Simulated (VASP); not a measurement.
Here is a VASP 6.6.1 calculation.

INCAR

```
SYSTEM = In
PREC = Accurate
ENCUT = 600
EDIFF = 1E-6
ISMEAR = 0
SIGMA = 0.1
LREAL = .FALSE.
LASPH = .TRUE.
NELM = 100
ALGO = Fast
ISIF = 4
LWAVE = .FALSE.
LCHARG = .FALSE.
GGA = PS
IBRION = 2
NSW = 50
EDIFFG = -0.01
```

KPOINTS

```
regular mesh
0
G
  18 18 18
  0 0 0
```

Contents of POSCAR:

```
In
1.0
   -1.6287729803      1.6287729803      2.5476794526
    1.6287729803     -1.6287729803      2.5476794526
    1.6287729803      1.6287729803     -2.5476794526
In
1
Direct
    0.0000000000      0.0000000000      0.0000000000
```

Potentials or basis: VASP PAW PBE potentials, release 64 (In_d).

The run is started by

```sh
$ cat potpaw_PBE.64/In_d/POTCAR > POTCAR
$ mpirun -np 1 vasp_std > vasp.out
```

(1) What does it give for the band gap on the k mesh?

Answers

(1) zero (an odd number of electrons rules out a gap without spin polarisation).

Caveat: the relaxation stopped at its first step, so nothing moved; spin-orbit coupling is left out, which moves the levels of the heavy elements.
